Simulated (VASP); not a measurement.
# TiW (Cmmm) in VASP: further runs

The runs below take TiW through single point, with LDA.

All numbers are computed with VASP 6.6.1; they aren't measurements. Logs are shortened: lines on timing, memory, paths and dates and some standing lists are left out, and cuts for length are marked.

**1. The cell of the first run**

It takes space group Cmmm (No. 65, orthorhombic). Conventional cell: a = 3.028 Å, b = 4.284 Å, c = 4.245 Å, α = 90.00°, β = 90.00°, γ = 90.00°. Within 3.4 Å of Ti (site symmetry mmm) lie 8 W at 2.61 to 3.02 Å and 6 Ti at 2.62 to 3.03 Å. W (site symmetry mmm) has 8 Ti at 2.61 to 3.02 Å and 6 W at 2.62 to 3.03 Å within 3.4 Å.

**2. Single point, LDA (strain -0.050 along x and y, -0.050 along z)**

Contents of INCAR:

```
PREC = Accurate
ENCUT = 520
EDIFF = 1E-6
ISMEAR = 0
SIGMA = 0.15
LREAL = F
LASPH = T
NELM = 100
ALGO = Fast
ISIF = 2
LWAVE = F
LCHARG = F
GGA = CA
NBANDS = 20
```

Contents of KPOINTS:

```
Automatic mesh
0
Gamma
  18 18 12
```

Contents of POSCAR:

```
TiW
1.0
    1.5140389590     -2.1419026218      0.0000000000
    1.5140389590      2.1419026218      0.0000000000
    0.0000000000      0.0000000000      4.2447109621
Ti W
1 1
Direct
    0.0000000000      0.0000000000      0.0000000000
    0.5000000000      0.5000000000      0.5000000000
```

Potentials or basis: VASP PAW LDA potentials, release 64 (Ti_sv, W_sv).

Started as:

```
> cat potpaw_LDA.64/Ti_sv/POTCAR potpaw_LDA.64/W_sv/POTCAR > POTCAR
> mpirun -np 1 vasp_std > vasp.out
```

OUTCAR:

```text
PREC = Accurate
   ENCUT = 520
   EDIFF = 1E-6
   ISMEAR = 0
   LREAL = F
   LASPH = T
   NELM = 100
   ISIF = 2
   GGA = CA

 ion  position               nearest neighbor table
   1  0.000  0.000  0.000-   2 2.61   2 2.61   2 2.61   2 2.61   2 3.02   2 3.02   2 3.02   2 3.02

   2  0.500  0.500  0.500-   1 2.61   1 2.61   1 2.61   1 2.61   1 3.02   1 3.02   1 3.02   1 3.02

  LATTYP: Found a base centered orthorhombic cell.
 ALAT       =     3.0280779180
 B/A-ratio  =     1.4146945223
 C/A-ratio  =     1.4017839293

  Lattice vectors:

 A1 = (   1.5140389590,  -2.1419026218,   0.0000000000)
 A2 = (   1.5140389590,   2.1419026218,   0.0000000000)
 A3 = (   0.0000000000,   0.0000000000,   4.2447109621)

Analysis of symmetry for initial positions (statically):
=====================================================================
 Subroutine PRICEL returns:
 Original cell was already a primitive cell.

 Routine SETGRP: Setting up the symmetry group for a
 base centered orthorhombic supercell.

 Subroutine GETGRP returns: Found  8 space group operations
 (whereof  8 operations were pure point group operations)
 out of a pool of  8 trial point group operations.

The static configuration has the point symmetry D_2h.

Analysis of symmetry for dynamics (positions and initial velocities):
=====================================================================
 Subroutine PRICEL returns:
 Original cell was already a primitive cell.

 Routine SETGRP: Setting up the symmetry group for a
 base centered orthorhombic supercell.

 Subroutine GETGRP returns: Found  8 space group operations
 (whereof  8 operations were pure point group operations)
 out of a pool of  8 trial point group operations.

The dynamic configuration has the point symmetry D_2h.

 Subroutine INISYM returns: Found  8 space group operations
 (whereof  8 operations are pure point group operations),
 and found     1 'primitive' translations

----------------------------------------------------------------------------------------

                                     Primitive cell

  volume of cell :      27.5306

  direct lattice vectors                    reciprocal lattice vectors
     1.514038959 -2.141902622  0.000000000     0.330242493 -0.233437316  0.000000000
     1.514038959  2.141902622  0.000000000     0.330242493  0.233437316  0.000000000
     0.000000000  0.000000000  4.244710962     0.000000000  0.000000000  0.235587301

  length of vectors
     2.622987002  2.622987002  4.244710962     0.404416969  0.404416969  0.235587301

  position of ions in fractional coordinates (direct lattice)
     0.000000000  0.000000000  0.000000000
     0.500000000  0.500000000  0.500000000

  ion indices of the primitive-cell ions
   primitive index   ion index
                 1           1
                 2           2

----------------------------------------------------------------------------------------

 KPOINTS: Automatic mesh

Automatic generation of k-mesh.
 Grid dimensions read from file:
 generate k-points for:   18   18   12

 Generating k-lattice:

  Cartesian coordinates                     Fractional coordinates (reciprocal lattice)
     0.018346805 -0.012968740  0.000000000     0.055555556  0.000000000  0.000000000
     0.018346805  0.012968740  0.000000000     0.000000000  0.055555556  0.000000000
     0.000000000  0.000000000  0.019632275     0.000000000  0.000000000  0.083333333

  Length of vectors
     0.022467609  0.022467609  0.019632275

  Shift w.r.t. Gamma in fractional coordinates (k-lattice)
     0.000000000  0.000000000  0.000000000

 Subroutine IBZKPT returns following result:
 ===========================================

 Found    637 irreducible k-points:

 Following reciprocal coordinates:
            Coordinates               Weight
  0.000000  0.000000  0.000000      1.000000
  0.055556  0.000000  0.000000      4.000000
  0.111111  0.000000  0.000000      4.000000
  0.166667 -0.000000  0.000000      4.000000
  0.222222 -0.000000  0.000000      4.000000
  0.277778 -0.000000  0.000000      4.000000
[... 16 lines left out ...]
 -0.277778  0.055556  0.000000      4.000000
 -0.222222  0.055556  0.000000      4.000000
 [... further k-points ...]
   k-points           NKPTS =    637   k-points in BZ     NKDIM =    637   number of bands    NBANDS=     20
   number of dos      NEDOS =    301   number of ions     NIONS =      2
   total plane-waves  NPLWV =  12800
   dimension x,y,z NGX =    20 NGY =   20 NGZ =   32
   dimension x,y,z NGXF=    40 NGYF=   40 NGZF=   64
   ions per type =               1   1
   NGX,Y,Z   is equivalent  to a cutoff of  12.68, 12.68, 12.53 a.u.
   NGXF,Y,Z  is equivalent  to a cutoff of  25.35, 25.35, 25.07 a.u.
 SYSTEM =  unknown system
   PREC   = accura    normal or accurate (medium, high low for compatibility)
   ISTART =      0    job   : 0-new  1-cont  2-samecut
   ICHARG =      2    charge: 1-file 2-atom 10-const
   ISPIN  =      1    spin polarized calculation?
   LNONCOLLINEAR =      F non collinear calculations
   LSORBIT =      F    spin-orbit coupling
   LASPH  =      T    aspherical Exc in radial PAW
   ENCUT  =  520.0 eV  38.22 Ry    6.18 a.u.   4.88  4.88  7.89*2*pi/ulx,y,z
   NELM   =    100;   NELMIN=  2; NELMDL= -5     # of ELM steps
   EDIFF  = 0.1E-05   stopping-criterion for ELM
   LREAL  =      F    real-space projection
   EDIFFG = 0.1E-04   stopping-criterion for IOM
   NSW    =      0    number of steps for IOM
   IBRION =     -1    ionic relax: 0-MD 1-quasi-New 2-CG
   NFREE  =      0    steps in history (QN), initial steepest desc. (CG)
   ISIF   =      2    stress and relaxation
   ISYM   =      2    0-nonsym 1-usesym 2-fastsym
   POTIM  = 0.5000    time-step for ionic-motion
   TEBEG  =    0.0;   TEEND  =   0.0 temperature during run
   PSTRESS=    0.0 pullay stress
   NELECT =      26.0000    total number of electrons
   NUPDOWN=      -1.0000    fix difference up-down
   EMIN   =  10.00;   EMAX   =-10.00  energy-range for DOS
   EFERMI =   0.00;   METHOD = LEGACY
   ISMEAR =     0;   SIGMA  =   0.15  broadening in eV -4-tet -1-fermi 0-gaus
   EFERMI_NEDOS =   21; number of points for ismear=-14 and -15
   IALGO  =     68    algorithm
   IMIX   =      4    mixing-type and parameters
     AMIX     =   0.40;   BMIX     =  1.00
     AMIX_MAG =   1.60;   BMIX_MAG =  1.00
  volume/ion in A,a.u.               =      13.77        92.89
  Fermi-wavevector in a.u.,A,eV,Ry     =   1.606180  3.035241 35.100520  2.579815
  Thomas-Fermi vector in A             =   2.702409
   LORBIT       =      0    0 simple, 1 ext, 2 COOP (PROOUT), +10 PAW based schemes
   GGA     = CA    functional components
   LHFCALC =     F    Hartree Fock is set to
   AEXX    =    0.0000 exact exchange contribution
   IVDW    =     0    specifies the selected vdW correction
   LEPSILON=     F    determine dielectric tensor
   LRPA    =     F    only Hartree local field effects (RPA)
 non-spin polarized calculation
 RMM-DIIS sequential band-by-band and
 Gauss-broadening in eV      SIGMA  =   0.15
  energy-cutoff  :      520.00
  volume of cell :       27.53
 maximum number of plane-waves:       754
   NGX =  9   NGY =  9   NGZ = 15

 number of electron      25.9999996 magnetization

 Free energy of the ion-electron system (eV)
  ---------------------------------------------------
  ext. energy  EPLUGINS =         0.00000000
  ---------------------------------------------------
  free energy    TOTEN  =       -22.52407626 eV

  energy without entropy =      -22.49573824  energy(sigma->0) =      -22.50990725

 E-fermi :  11.5786     XC(G=0): -13.8094

 val. band max:       11.5766445899   @ k =  -0.2778   0.1111   0.1667
 cond. band min:      11.5836453676   @ k =   0.5000   0.0000   0.0000
 fundamental gap:      0.0070007777
 Fermi energy:        11.5785532206

 k-point     1 :       0.0000    0.0000    0.0000
  band No.  band energies     occupation
      1     -61.1262      2.00000
      2     -43.7428      2.00000
      3     -25.8734      2.00000
      4     -25.1165      2.00000
      5     -24.8235      2.00000
      6     -20.2570      2.00000
[... 12 lines left out ...]
     19      15.8171      0.00000
     20      18.3496      0.00000

 k-point     2 :       0.0556    0.0000    0.0000
  band No.  band energies     occupation
      1     -61.1225      2.00000
      2     -43.7379      2.00000
      3     -25.8647      2.00000
      4     -25.1409      2.00000
      5     -24.8483      2.00000
      6     -20.2580      2.00000
[... 12 lines left out ...]
     19      16.0107      0.00000
     20      18.5423      0.00000

 k-point     3 :       0.1111    0.0000    0.0000
  band No.  band energies     occupation
      1     -61.1119      2.00000
      2     -43.7238      2.00000
      3     -25.8396      2.00000
      4     -25.2294      2.00000
      5     -24.9000      2.00000
      6     -20.2607      2.00000
[... 12 lines left out ...]
     19      16.2248      0.00000
     20      19.1363      0.00000

 k-point     4 :       0.1667   -0.0000    0.0000
  band No.  band energies     occupation
      1     -61.0955      2.00000
      2     -43.7020      2.00000
      3     -25.8008      2.00000
      4     -25.3979      2.00000
      5     -24.9419      2.00000
      6     -20.2652      2.00000
[... 12 lines left out ...]
     19      16.2315      0.00000
     20      20.0486      0.00000

 k-point     5 :       0.2222   -0.0000    0.0000
  band No.  band energies     occupation
      1     -61.0754      2.00000
      2     -43.6752      2.00000
      3     -25.7526      2.00000
      4     -25.6232      2.00000
      5     -24.9681      2.00000
      6     -20.3264      2.00000
[... 12 lines left out ...]
     19      16.0840      0.00000
     20      21.1227      0.00000
[... 353 lines left out ...]
      6     -20.7726      2.00000
[... 12 lines left out ...]
     19      16.8762      0.00000
     20      22.6715      0.00000

 k-point    22 :      -0.3333    0.0556    0.0000
  band No.  band energies     occupation
      1     -61.0335      2.00000
      2     -43.6197      2.00000
      3     -26.0567      2.00000
      4     -25.6629      2.00000
      5     -25.0182      2.00000
      6     -20.6343      2.00000
[... 12 lines left out ...]
     19      15.7197      0.00000
     20      23.0515      0.00000

 k-point    23 :      -0.2778    0.0556    0.0000
  band No.  band energies     occupation
      1     -61.0539      2.00000
      2     -43.6471      2.00000
      3     -25.8265      2.00000
      4     -25.7131      2.00000
      5     -25.0064      2.00000
      6     -20.4667      2.00000
[... 12 lines left out ...]
     19      16.1468      0.00000
     20      21.8571      0.00000

 k-point    24 :      -0.2222    0.0556    0.0000
  band No.  band energies     occupation
      1     -61.0752      2.00000
      2     -43.6755      2.00000
      3     -25.7637      2.00000
      4     -25.5812      2.00000
      5     -24.9944      2.00000
      6     -20.2900      2.00000
[... 12 lines left out ...]
     19      16.5371      0.00000
     20      20.6587      0.00000

 [... further k-points ...]
[... 5 lines left out ...]
  --------------------------------------------------------------------------------------
  -------------------------------------------------------------------------------------
  Total        4.6140993      5.4928832      4.4236601      0.0000000      0.0000000      0.0000000
  in kB      268.5237047    319.6657097    257.4408390      0.0000000      0.0000000      0.0000000
  external PRESSURE =     281.8767512 kB  Pullay stress =       0.0000000 kB

 VOLUME and BASIS-vectors are now :
 -----------------------------------------------------------------------------
  energy-cutoff  :      520.00
  volume of cell :       27.53
      direct lattice vectors                 reciprocal lattice vectors
     1.514038959 -2.141902622  0.000000000     0.330242493 -0.233437316  0.000000000
     1.514038959  2.141902622  0.000000000     0.330242493  0.233437316  0.000000000
     0.000000000  0.000000000  4.244710962     0.000000000  0.000000000  0.235587301

 POSITION                                       TOTAL-FORCE (eV/Angst)
 -----------------------------------------------------------------------------------
      0.00000      0.00000      0.00000        -0.000000      0.000000      0.000000
      1.51404      0.00000      2.12236         0.000000      0.000000      0.000000
 -----------------------------------------------------------------------------------
    total drift:                                0.000000      0.000000      0.000000

  FREE ENERGIE OF THE ION-ELECTRON SYSTEM (eV)
  ---------------------------------------------------
  free  energy   TOTEN  =       -22.5240762614 eV

  energy  without entropy=      -22.4957382446  energy(sigma->0) =      -22.50990725
```

Run time: 6.6 min. Hardware: 1 thread of Intel Xeon 6975P-C (Granite Rapids), shared host; peak memory 0.42 GiB.

What came out:

- Free energy: -22.5241 eV
- Pressure: 28.2 GPa
- Band gap on the k mesh: zero (bands 13 and 14 overlap by 3.38 eV)

Levels at points of the mesh, in eV from the Fermi level:
```csv
k point,band 9,band 10,band 11,band 12,band 13,band 14,band 15,band 16,band 17,band 18
"(0.00, 0.00, 0.00)",-8.11,-4.75,-2.62,0.25,0.41,0.65,2.36,3.39,3.40,3.49
"(0.50, 0.00, 0.00)",-4.57,-2.81,-1.95,-1.42,-0.83,0.01,3.08,3.09,4.00,4.53
"(0.50, 0.50, 0.00)",-5.61,-4.72,-3.93,-2.13,2.18,3.56,4.24,5.23,5.84,5.94
"(0.00, 0.00, 0.50)",-6.72,-4.05,-2.23,-1.02,-0.01,0.41,2.68,2.83,2.90,2.96
"(0.50, 0.00, 0.50)",-5.23,-4.77,-2.49,-1.31,2.13,2.33,3.35,3.53,4.10,4.35
"(0.50, 0.50, 0.50)",-4.82,-3.35,-2.20,-1.41,0.20,1.31,1.43,2.11,5.29,7.57
```

Caveat: the cell differs from its parent crystal (strain -0.050 along x and y, -0.050 along z); the cell stands under pressure; spin-orbit coupling is left out, which moves the levels of the heavy elements.

**3. Single point, LDA (strain -0.050 along x and y, +0.000 along z)**

Contents of INCAR:

```
SYSTEM = TiW
ALGO = Fast
EDIFF = 1E-6
ENCUT = 520
ISIF = 2
ISMEAR = 0
LASPH = .TRUE.
LCHARG = .FALSE.
LREAL = .FALSE.
LWAVE = .FALSE.
NBANDS = 20
NELM = 100
PREC = Accurate
SIGMA = 0.15
```

Contents of KPOINTS:

```
k-points
0
G
  18 18 12
  0 0 0
```

POSCAR: that of step 2 with these lines changed.

```diff
@@ -4,3 +4,3 @@
     1.5140389590      2.1419026218      0.0000000000
-    0.0000000000      0.0000000000      4.2447109621
+    0.0000000000      0.0000000000      4.4681168022
 Ti W
```

Potentials or basis: VASP PAW LDA potentials, release 64 (Ti_sv, W_sv).

Started as:

```
> cat potpaw_LDA.64/Ti_sv/POTCAR potpaw_LDA.64/W_sv/POTCAR > POTCAR
> mpirun -np 1 vasp_std > vasp.out
```

OUTCAR:

```text
SYSTEM = TiW
   EDIFF = 1E-6
   ENCUT = 520
   ISIF = 2
   ISMEAR = 0
   LASPH = .TRUE.
   LREAL = .FALSE.
   NELM = 100
   PREC = Accurate

 ion  position               nearest neighbor table
   1  0.000  0.000  0.000-   2 2.70   2 2.70   2 2.70   2 2.70   2 3.09   2 3.09   2 3.09   2 3.09

   2  0.500  0.500  0.500-   1 2.70   1 2.70   1 2.70   1 2.70   1 3.09   1 3.09   1 3.09   1 3.09

  LATTYP: Found a base centered orthorhombic cell.
 ALAT       =     3.0280779180
 B/A-ratio  =     1.4146945223
 C/A-ratio  =     1.4755620308

  Lattice vectors:

 A1 = (   1.5140389590,  -2.1419026218,   0.0000000000)
 A2 = (   1.5140389590,   2.1419026218,   0.0000000000)
 A3 = (   0.0000000000,   0.0000000000,   4.4681168022)

Analysis of symmetry for initial positions (statically):
=====================================================================
 Subroutine PRICEL returns:
 Original cell was already a primitive cell.

 Routine SETGRP: Setting up the symmetry group for a
 base centered orthorhombic supercell.

 Subroutine GETGRP returns: Found  8 space group operations
 (whereof  8 operations were pure point group operations)
 out of a pool of  8 trial point group operations.

[... 156 lines left out ...]
  ---------------------------------------------------
  ext. energy  EPLUGINS =         0.00000000
  ---------------------------------------------------
  free energy    TOTEN  =       -22.66884558 eV

  energy without entropy =      -22.63696078  energy(sigma->0) =      -22.65290318

 E-fermi :  10.8756     XC(G=0): -13.5249

 val. band max:       10.8744329404   @ k =  -0.4444   0.4444   0.2500
 cond. band min:      10.8757019802   @ k =   0.1667   0.0000   0.4167
 fundamental gap:      0.0012690398
 Fermi energy:        10.8755825194

 k-point     1 :       0.0000    0.0000    0.0000
  band No.  band energies     occupation
      1     -61.9451      2.00000
      2     -44.5591      2.00000
      3     -26.6009      2.00000
      4     -25.8931      2.00000
      5     -25.6123      2.00000
      6     -21.0958      2.00000
[... 541 lines left out ...]
     19      15.4798      0.00000
     20      19.0491      0.00000

 [... further k-points ...]
[... 5 lines left out ...]
  --------------------------------------------------------------------------------------
  -------------------------------------------------------------------------------------
  Total        2.8323987      3.5603823      1.1878275      0.0000000      0.0000000      0.0000000
  in kB      156.5934832    196.8411689     65.6708535      0.0000000      0.0000000      0.0000000
  external PRESSURE =     139.7018352 kB  Pullay stress =       0.0000000 kB

 VOLUME and BASIS-vectors are now :
 -----------------------------------------------------------------------------
  energy-cutoff  :      520.00
  volume of cell :       28.98
      direct lattice vectors                 reciprocal lattice vectors
     1.514038959 -2.141902622  0.000000000     0.330242493 -0.233437316  0.000000000
     1.514038959  2.141902622  0.000000000     0.330242493  0.233437316  0.000000000
     0.000000000  0.000000000  4.468116802     0.000000000  0.000000000  0.223807936

 POSITION                                       TOTAL-FORCE (eV/Angst)
 -----------------------------------------------------------------------------------
      0.00000      0.00000      0.00000         0.000000      0.000000      0.000000
      1.51404      0.00000      2.23406        -0.000000     -0.000000      0.000000
 -----------------------------------------------------------------------------------
    total drift:                                0.000000      0.000000      0.000000

  FREE ENERGIE OF THE ION-ELECTRON SYSTEM (eV)
  ---------------------------------------------------
  free  energy   TOTEN  =       -22.6688455832 eV

  energy  without entropy=      -22.6369607782  energy(sigma->0) =      -22.65290318
```

OSZICAR:

```text
N       E                     dE             d eps       ncg     rms          rms(c)
DAV:   1     0.272145928375E+03    0.27215E+03   -0.14665E+04 25528   0.160E+03
DAV:   2    -0.983817882579E+01   -0.28198E+03   -0.27541E+03 26580   0.463E+02
DAV:   3    -0.237107445087E+02   -0.13873E+02   -0.13525E+02 33940   0.100E+02
[... 21 lines left out ...]
RMM:  25    -0.226688400482E+02    0.35551E-06   -0.31594E-05 37022   0.432E-02    0.191E-02
RMM:  26    -0.226688419296E+02   -0.18814E-05   -0.22279E-05 27950   0.258E-02    0.146E-02
RMM:  27    -0.226688431978E+02   -0.12682E-05   -0.14083E-05 27961   0.232E-02    0.950E-03
RMM:  28    -0.226688446662E+02   -0.14684E-05   -0.14219E-05 28318   0.233E-02    0.466E-03
RMM:  29    -0.226688455832E+02   -0.91705E-06   -0.89909E-06 23598   0.188E-02
   1 F= -.22668846E+02 E0= -.22652903E+02  d E =-.318848E-01
```

It took 7.4 min on 1 thread of Intel Xeon 6975P-C (Granite Rapids), shared host; peak memory 0.44 GiB.

Results:

```yaml
Free_energy: -22.6688 eV
Pressure: 14.0 GPa
Band_gap_on_the_k_mesh: zero (bands 13 and 14 overlap by 3.31 eV)
```

Levels at points of the mesh, in eV from the Fermi level:
```csv
k point,band 11,band 12,band 13,band 14,band 15,band 16
"(0.00, 0.00, 0.00)",-2.43,0.24,0.44,0.76,1.49,3.13
"(0.50, 0.00, 0.00)",-1.87,-1.34,-0.97,0.02,3.09,3.13
"(0.50, 0.50, 0.00)",-3.56,-1.64,2.20,2.89,3.55,5.13
"(0.00, 0.00, 0.50)",-2.17,-1.37,0.02,0.15,2.72,2.92
"(0.50, 0.00, 0.50)",-2.46,-1.20,1.95,2.11,3.27,3.46
"(0.50, 0.50, 0.50)",-2.18,-1.32,0.29,1.28,1.38,2.02
```

Caveat: the cell differs from its parent crystal (strain -0.050 along x and y, +0.000 along z); the cell stands under pressure; spin-orbit coupling is left out, which moves the levels of the heavy elements.

[end of part 1 of 2]
